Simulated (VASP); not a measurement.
# Al in VASP: relaxation of the atoms with LDA

Aim: the relaxation of the atoms of Al with LDA.

Program: VASP 6.6.1. These are calculated values, not measurements. Logs are shortened: lines on timing, memory, paths and dates and some standing lists are left out, and cuts for length are marked.

### Step 1. The cell of the first run

The cell holds a slab with vacuum, 13 atoms: a = 5.634 Å, b = 5.634 Å, c = 20.032 Å, α = 90.00°, β = 90.00°, γ = 120.00°.

### Step 2. Relaxation of the atoms, LDA

File INCAR:

```
SYSTEM = Al
PREC = Accurate
ENCUT = 520
EDIFF = 1E-6
ISMEAR = 0
SIGMA = 0.1
LREAL = .False.
LASPH = .True.
NELM = 60
ALGO = Fast
ISIF = 2
LWAVE = .False.
LCHARG = .False.
LDIPOL = .True.
IDIPOL = 3
DIPOL = 0.5 0.5 0.331
GGA = CA
IBRION = 2
NSW = 36
EDIFFG = -0.025
```

File KPOINTS:

```
regular mesh
0
Gamma
  6 6 1
  0 0 0
```

File POSCAR:

```
Al
1.0
    5.6336864727      0.0000000000      0.0000000000
   -2.8168432363      4.8789156023      0.0000000000
    0.0000000000      0.0000000000     20.0321727095
Al
13
Selective dynamics
Direct
    0.3333333333      0.1666666667      0.1996787896  F F F
    0.3333333333      0.6666666667      0.1996787896  F F F
    0.8333333333      0.1666666667      0.1996787896  F F F
    0.8333333333      0.6666666667      0.1996787896  F F F
    0.1666666667      0.3333333333      0.3128097176  F F F
    0.1666666667      0.8333333333      0.3128097176  F F F
    0.6666666667      0.3333333333      0.3128097176  F F F
    0.6666666667      0.8333333333      0.3128097176  F F F
    0.0000000000      0.0000000000      0.4259234799  F F F
    0.0000000000      0.5000000000      0.4259234799  F F F
    0.5000000000      0.0000000000      0.4259234799  F F F
    0.5000000000      0.5000000000      0.4259234799  F F F
    0.1666666667      0.0833333333      0.5431072639  F F T
```

Potentials or basis: VASP PAW LDA potentials, release 64 (Al).

Command:

```
$ cat potpaw_LDA.64/Al/POTCAR > POTCAR
$ mpirun -np 1 vasp_std > vasp.out
```

OUTCAR:

```text
SYSTEM = Al
   PREC = Accurate
   ENCUT = 520
   EDIFF = 1E-6
   ISMEAR = 0
   LREAL = .False.
   LASPH = .True.
   NELM = 60
   ISIF = 2
   GGA = CA
   IBRION = 2
   NSW = 36
   EDIFFG = -0.025

 ion  position               nearest neighbor table
   1  0.333  0.167  0.200-   5 2.79   6 2.79   7 2.79   2 2.82   2 2.82   3 2.82   3 2.82   4 2.82
                             4 2.82
   2  0.333  0.667  0.200-   6 2.79   5 2.79   8 2.79   1 2.82   1 2.82   4 2.82   4 2.82   3 2.82
                             3 2.82
   3  0.833  0.167  0.200-   7 2.79   8 2.79   5 2.79   4 2.82   4 2.82   1 2.82   1 2.82   2 2.82
                             2 2.82
   4  0.833  0.667  0.200-   8 2.79   7 2.79   6 2.79   3 2.82   3 2.82   2 2.82   2 2.82   1 2.82
                             1 2.82
   5  0.167  0.333  0.313-   9 2.79  12 2.79  10 2.79   1 2.79   2 2.79   3 2.79   6 2.82   6 2.82
                             7 2.82   7 2.82   8 2.82   8 2.82
   6  0.167  0.833  0.313-  10 2.79  11 2.79   9 2.79   2 2.79   1 2.79   4 2.79   5 2.82   5 2.82
                             8 2.82   8 2.82   7 2.82   7 2.82
   7  0.667  0.333  0.313-  11 2.79  10 2.79  12 2.79   3 2.79   4 2.79   1 2.79   8 2.82   8 2.82
                             5 2.82   5 2.82   6 2.82   6 2.82
   8  0.667  0.833  0.313-  12 2.79   9 2.79  11 2.79   4 2.79   3 2.79   2 2.79   7 2.82   7 2.82
                             6 2.82   6 2.82   5 2.82   5 2.82
   9  0.000  0.000  0.426-  13 2.48   5 2.79   8 2.79   6 2.79  10 2.82  10 2.82  11 2.82  11 2.82
                            12 2.82  12 2.82
  10  0.000  0.500  0.426-   6 2.79   7 2.79   5 2.79   9 2.82   9 2.82  12 2.82  12 2.82  11 2.82
                            11 2.82
  11  0.500  0.000  0.426-   7 2.79   6 2.79   8 2.79  12 2.82  12 2.82   9 2.82   9 2.82  10 2.82
                            10 2.82  13 3.18
  12  0.500  0.500  0.426-   8 2.79   5 2.79   7 2.79  11 2.82  11 2.82  10 2.82  10 2.82   9 2.82
                             9 2.82  13 3.18
  13  0.167  0.083  0.543-   9 2.48  11 3.18  12 3.18

  LATTYP: Found a hexagonal cell.
 ALAT       =     5.6336864727
 C/A-ratio  =     3.5557840868

  Lattice vectors:

 A1 = (   5.6336864727,   0.0000000000,   0.0000000000)
 A2 = (  -2.8168432363,   4.8789156023,   0.0000000000)
 A3 = (   0.0000000000,   0.0000000000,  20.0321727095)

Analysis of symmetry for initial positions (statically):
=====================================================================
 Subroutine PRICEL returns:
 Original cell was already a primitive cell.

 Routine SETGRP: Setting up the symmetry group for a
 hexagonal supercell.

 Subroutine GETGRP returns: Found  2 space group operations
 (whereof  2 operations were pure point group operations)
 out of a pool of 24 trial point group operations.

The static configuration has the point symmetry C_1h.

Analysis of symmetry for dynamics (positions and initial velocities):
=====================================================================
 Subroutine PRICEL returns:
 Original cell was already a primitive cell.

 Routine SETGRP: Setting up the symmetry group for a
 hexagonal supercell.

 Subroutine GETGRP returns: Found  2 space group operations
 (whereof  2 operations were pure point group operations)
 out of a pool of 24 trial point group operations.

The dynamic configuration has the point symmetry C_1h.

Analysis of constrained symmetry for selective dynamics:
=====================================================================
 Subroutine PRICEL returns:
 Original cell was already a primitive cell.

 Routine SETGRP: Setting up the symmetry group for a
 hexagonal supercell.

 Subroutine GETGRP returns: Found  2 space group operations
 (whereof  2 operations were pure point group operations)
 out of a pool of 24 trial point group operations.

The constrained configuration has the point symmetry C_1h.

 Subroutine INISYM returns: Found  2 space group operations
 (whereof  2 operations are pure point group operations),
 and found     1 'primitive' translations

----------------------------------------------------------------------------------------

                                     Primitive cell

  volume of cell :     550.6099

  direct lattice vectors                    reciprocal lattice vectors
     5.633686473  0.000000000  0.000000000     0.177503666  0.102481789  0.000000000
    -2.816843236  4.878915602  0.000000000     0.000000000  0.204963578  0.000000000
     0.000000000  0.000000000 20.032172709     0.000000000  0.000000000  0.049919697

  length of vectors
     5.633686473  5.633686473 20.032172709     0.204963578  0.204963578  0.049919697

  position of ions in fractional coordinates (direct lattice)
     0.333333333  0.166666667  0.199678790
     0.333333333  0.666666667  0.199678790
[... 23 lines left out ...]
                10          10
                11          11
                12          12
                13          13

----------------------------------------------------------------------------------------

 KPOINTS: regular mesh

Automatic generation of k-mesh.
 Grid dimensions read from file:
 generate k-points for:    6    6    1

 Generating k-lattice:

  Cartesian coordinates                     Fractional coordinates (reciprocal lattice)
     0.029583944  0.017080298  0.000000000     0.166666667  0.000000000  0.000000000
     0.000000000  0.034160596  0.000000000     0.000000000  0.166666667  0.000000000
     0.000000000  0.000000000  0.049919697     0.000000000  0.000000000  1.000000000

  Length of vectors
     0.034160596  0.034160596  0.049919697

  Shift w.r.t. Gamma in fractional coordinates (k-lattice)
     0.000000000  0.000000000  0.000000000

 Subroutine IBZKPT returns following result:
 ===========================================

 Found     13 irreducible k-points:

 Following reciprocal coordinates:
            Coordinates               Weight
  0.000000  0.000000  0.000000      1.000000
  0.166667 -0.000000  0.000000      2.000000
  0.000000  0.166667  0.000000      4.000000
  0.333333 -0.000000  0.000000      2.000000
  0.000000  0.333333  0.000000      4.000000
  0.500000 -0.000000  0.000000      1.000000
  0.000000  0.500000  0.000000      2.000000
  0.166667  0.166667  0.000000      4.000000
 -0.166667  0.333333  0.000000      2.000000
  0.333333  0.166667  0.000000      4.000000
 -0.166667  0.500000  0.000000      4.000000
  0.500000  0.333333  0.000000      4.000000
  0.333333  0.333333  0.000000      2.000000
   k-points           NKPTS =     13   k-points in BZ     NKDIM =     13   number of bands    NBANDS=     26
   number of dos      NEDOS =    301   number of ions     NIONS =     13
   total plane-waves  NPLWV = 264600
   dimension x,y,z NGX =    42 NGY =   42 NGZ =  150
   dimension x,y,z NGXF=    84 NGYF=   84 NGZF=  300
   ions per type =              13
   NGX,Y,Z   is equivalent  to a cutoff of  12.39, 12.39, 12.45 a.u.
   NGXF,Y,Z  is equivalent  to a cutoff of  24.79, 24.79, 24.90 a.u.
 SYSTEM =  Al
   PREC   = accura    normal or accurate (medium, high low for compatibility)
   ISTART =      0    job   : 0-new  1-cont  2-samecut
   ICHARG =      2    charge: 1-file 2-atom 10-const
   ISPIN  =      1    spin polarized calculation?
   LNONCOLLINEAR =      F non collinear calculations
   LSORBIT =      F    spin-orbit coupling
   LASPH  =      T    aspherical Exc in radial PAW
   ENCUT  =  520.0 eV  38.22 Ry    6.18 a.u.  10.47 10.47 37.25*2*pi/ulx,y,z
   NELM   =     60;   NELMIN=  2; NELMDL= -5     # of ELM steps
   EDIFF  = 0.1E-05   stopping-criterion for ELM
   LREAL  =      F    real-space projection
   EDIFFG = -.3E-01   stopping-criterion for IOM
   NSW    =     36    number of steps for IOM
   IBRION =      2    ionic relax: 0-MD 1-quasi-New 2-CG
   NFREE  =      1    steps in history (QN), initial steepest desc. (CG)
   ISIF   =      2    stress and relaxation
   ISYM   =      2    0-nonsym 1-usesym 2-fastsym
   POTIM  = 0.5000    time-step for ionic-motion
   TEBEG  =    0.0;   TEEND  =   0.0 temperature during run
   PSTRESS=    0.0 pullay stress
   NELECT =      39.0000    total number of electrons
   NUPDOWN=      -1.0000    fix difference up-down
   EMIN   =  10.00;   EMAX   =-10.00  energy-range for DOS
   EFERMI =   0.00;   METHOD = LEGACY
   ISMEAR =     0;   SIGMA  =   0.10  broadening in eV -4-tet -1-fermi 0-gaus
   EFERMI_NEDOS =   21; number of points for ismear=-14 and -15
   IALGO  =     68    algorithm
   IMIX   =      4    mixing-type and parameters
     AMIX     =   0.40;   BMIX     =  1.00
     AMIX_MAG =   1.60;   BMIX_MAG =  1.00
  volume/ion in A,a.u.               =      42.35       285.82
  Fermi-wavevector in a.u.,A,eV,Ry     =   0.677353  1.280011  6.242448  0.458807
  Thomas-Fermi vector in A             =   1.754936
   LORBIT       =      0    0 simple, 1 ext, 2 COOP (PROOUT), +10 PAW based schemes
   GGA     = CA    functional components
   LHFCALC =     F    Hartree Fock is set to
   AEXX    =    0.0000 exact exchange contribution
   IVDW    =     0    specifies the selected vdW correction
   LEPSILON=     F    determine dielectric tensor
   LRPA    =     F    only Hartree local field effects (RPA)
 conjugate gradient relaxation of ions
 non-spin polarized calculation
 RMM-DIIS sequential band-by-band and
 Gauss-broadening in eV      SIGMA  =   0.10
  energy-cutoff  :      520.00
  volume of cell :      550.61
 maximum number of plane-waves:     14919
 NGX is ok and might be reduce to    42
   NGX = 21   NGY = 21   NGZ = 75

 dipolmoment           0.000000      0.000000     -0.000040 electrons x Angstroem

 number of electron      39.0000001 magnetization

 dipolmoment           0.000000      0.000000      0.022858 electrons x Angstroem

 Free energy of the ion-electron system (eV)
  ---------------------------------------------------
  ext. energy  EPLUGINS =         0.00000000
  ---------------------------------------------------
  free energy    TOTEN  =       -49.95559251 eV

  energy without entropy =      -49.93885099  energy(sigma->0) =      -49.94722175

 E-fermi :   0.4743     XC(G=0):  -5.0749

 val. band max:        0.4266204134   @ k =   0.1667   0.1667   0.0000
 cond. band min:       0.5516134722   @ k =  -0.1667   0.3333   0.0000
 fundamental gap:      0.1249930588
 Fermi energy:         0.4743122122

 k-point     1 :       0.0000    0.0000    0.0000
  band No.  band energies     occupation
      1     -10.3242      2.00000
      2      -8.6304      2.00000
      3      -6.1446      2.00000
      4      -4.4029      2.00000
      5      -4.3127      2.00000
      6      -4.3095      2.00000
[... 366 lines left out ...]
     25       2.5759      0.00000
     26       3.2831      0.00000

------------------------ aborting loop because EDIFF is reached ----------------------------------------

 vacuum level on the upper side and lower side of the slab       (xc-potential included)        -0.142        -0.232

  FORCE on cell =-STRESS in cart. coord.  units (eV):
  Direction    XX          YY          ZZ          XY          YZ          ZX
  --------------------------------------------------------------------------------------
  -------------------------------------------------------------------------------------
  Total       -3.1315379     -3.1613190      1.1767944      0.0257912      0.7442418      1.2890646
  in kB       -9.1122205     -9.1988782      3.4242631      0.0750478      2.1656118      3.7509497
  external PRESSURE =      -4.9622785 kB  Pullay stress =       0.0000000 kB

 VOLUME and BASIS-vectors are now :
 -----------------------------------------------------------------------------
  energy-cutoff  :      520.00
  volume of cell :      550.61
      direct lattice vectors                 reciprocal lattice vectors
     5.633686473  0.000000000  0.000000000     0.177503666  0.102481789  0.000000000
    -2.816843236  4.878915602  0.000000000     0.000000000  0.204963578  0.000000000
     0.000000000  0.000000000 20.032172709     0.000000000  0.000000000  0.049919697

 POSITION                                       TOTAL-FORCE (eV/Angst)
 -----------------------------------------------------------------------------------
      1.40842      0.81315      4.00000        -0.033554     -0.019372     -0.109247
     -0.00000      3.25261      4.00000        -0.012930     -0.007465     -0.030535
      4.22526      0.81315      4.00000         0.010011      0.000348     -0.093365
      2.81684      3.25261      4.00000         0.005307      0.008496     -0.093365
      0.00000      1.62631      6.26626        -0.000346     -0.013651     -0.010060
     -1.40842      4.06576      6.26626        -0.011995      0.006525     -0.010060
      2.81684      1.62631      6.26626        -0.014798     -0.008544      0.058874
      1.40842      4.06576      6.26626         0.033770      0.019497      0.114618
      0.00000      0.00000      8.53217        -0.351011     -0.202656     -0.852705
     -1.40842      2.43946      8.53217         0.062319      0.035980      0.292625
      2.81684      0.00000      8.53217        -0.139196      0.030555      0.355183
      1.40842      2.43946      8.53217        -0.043137     -0.135825      0.355183
      0.70421      0.40658     10.87962         0.495560      0.286112      0.022853
 -----------------------------------------------------------------------------------
    total drift:                                0.000006      0.000004      0.000474

  FREE ENERGIE OF THE ION-ELECTRON SYSTEM (eV)
  ---------------------------------------------------
  free  energy   TOTEN  =       -49.9555925085 eV

  energy  without entropy=      -49.9388509942  energy(sigma->0) =      -49.94722175

 reached required accuracy - stopping structural energy minimisation

 vacuum level on the upper side and lower side of the slab         4.571         4.477
```

Wall time 7.4 min (1 thread of Oxide Virtual Turin-like, shared host); peak memory 0.42 GiB.

What came out:

```yaml
Free_energy: -49.9556 eV
Band_gap_on_the_k_mesh: zero (an odd number of electrons rules out a gap without spin polarisation)
```

Final structure:
```
CELL_PARAMETERS angstrom
5.63369 0.00000 0.00000
-2.81684 4.87892 0.00000
0.00000 0.00000 20.03217
ATOMIC_POSITIONS crystal
Al 0.33333 0.16667 0.19968
Al 0.33333 0.66667 0.19968
Al 0.83333 0.16667 0.19968
Al 0.83333 0.66667 0.19968
Al 0.16667 0.33333 0.31281
Al 0.16667 0.83333 0.31281
Al 0.66667 0.33333 0.31281
Al 0.66667 0.83333 0.31281
Al 0.00000 0.00000 0.42592
Al 0.00000 0.50000 0.42592
Al 0.50000 0.00000 0.42592
Al 0.50000 0.50000 0.42592
Al 0.16667 0.08333 0.54311
```

Caveat: the relaxation stopped at its first step, so nothing moved.
